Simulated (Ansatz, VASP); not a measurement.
**One calculation of CsI, two programs**

File INCAR:

```
SYSTEM = CsI
PREC = Accurate
ENCUT = 400
EDIFF = 1E-8
ISMEAR = 0
SIGMA = 0.05
LREAL = .FALSE.
LASPH = .TRUE.
NELM = 120
ALGO = Normal
ISIF = 2
LWAVE = .FALSE.
LCHARG = .FALSE.
GGA = PS
LEFG = .TRUE.
NBANDS = 15
GGA_COMPAT = .FALSE.
```

File KPOINTS:

```
regular mesh
0
G
  8 8 8
  0 0 0
```

POSCAR

```
CsI
1.0
    4.5070779636      0.0000000000      0.0000000000
    0.0000000000      4.5070779636      0.0000000000
    0.0000000000      0.0000000000      4.5070779636
Cs I
1 1
Direct
    0.0000000000      0.0000000000      0.0000000000
    0.5000000000      0.5000000000      0.5000000000
```

Input for Ansatz:

```yaml
crystal:
  lattice:
    - [4.5070779636, 0.0, 0.0]
    - [0.0, 4.5070779636, 0.0]
    - [0.0, 0.0, 4.5070779636]
  atoms:
    - { symbol: Cs, position: [0.0, 0.0, 0.0] }
    - { symbol: I, position: [0.5, 0.5, 0.5] }
basis:
  ecutwfc: 420
  ecutrho_ratio: 4
kpoints:
  mp_grid: { grid: [8, 8, 8] }
hamiltonian:
  xc: pbesol
scf:
  occupations: { method: gaussian, width: 0.05 }
  n_extra_bands: 20
output:
  forces: true
  stress: true
  eigenvalues: true
  optics: { de: 0.05 }
  efg: {}
```

Alike in both runs: task electric field gradients; functional PBEsol; k mesh 8 × 8 × 8; occupations gaussian, width 0.05 eV; no spin polarisation.

|  | VASP | Ansatz |
| --- | --- | --- |
| version | VASP 6.6.1 | Ansatz 0.2.0 |
| potentials or method | VASP PAW PBE potentials, release 64 (Cs_sv, I), cutoff 400 eV | scalar-relativistic, plane waves, PAW |
| valence electrons in the cell | 16 | 26 |

|  | VASP | Ansatz | Ansatz less VASP |
| --- | --- | --- | --- |
| gap on the k mesh at the Fermi level (eV) | 3.83 | 3.85 | +0.014 |
| least direct gap on the mesh (eV) | 3.91 | 3.92 | +0.010 |
| pressure (GPa) | 0.0 | 0.0 | -0.04 |

VASP's potentials were made for PBE, not for PBEsol. The functional is the same, so the differences come from potentials, cutoffs and numerics. VASP's potentials hold 16 valence electrons a cell and Ansatz's 26, so a difference there can come from the potentials and not from the codes.

Spin-orbit coupling is off throughout.
